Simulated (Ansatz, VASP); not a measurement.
## Two plane-wave programs on Lu2Si3P

```xyz
6
Lattice="5.7959 0.0000 0.0000 -2.8979 5.0194 0.0000 0.0000 0.0000 3.8171" Properties=species:S:1:pos:R:3 pbc="T T T"
Lu    2.8979    1.6731    0.0000
Lu    0.0000    3.3463    0.0000
Si   -1.4490    2.5097    1.9085
Si    1.4490    2.5097    1.9085
Si    2.8979    0.0000    1.9085
P     0.0000    0.0000    0.0000
```

Change from the starting cell: species swapped into the YSi2Rh3 type (P6/mmm, No. 191).

Alike in both runs: task relaxation of cell and atoms; functional PBE; k mesh 3 × 3 × 4; occupations gaussian, width 0.1 eV; no spin polarisation.

|  | VASP | Ansatz |
| --- | --- | --- |
| version | VASP 6.6.1 | Ansatz 0.2.0 |
| potentials or method | VASP PAW PBE potentials, release 64 (Lu, Si, P), cutoff 600 eV | scalar-relativistic, plane waves, PAW |
| valence electrons in the cell | 67 | 67 |

|  | VASP | Ansatz | Ansatz less VASP |
| --- | --- | --- | --- |
| gap on the k mesh at the Fermi level, each at its own relaxed structure (eV) | none | none | - |
| relaxed volume (Å³/atom) | 20.05 | 20.02 | -0.034 |
| relaxed length of the cell vector where the two differ most in proportion (Å) | 4.835 | 4.819 | -0.0164 |

A gap of «none» marks a metal or a gap that the smearing closes.

The k mesh is coarse, so the values compare programs but aren't converged. Neither program's run includes spin-orbit coupling.
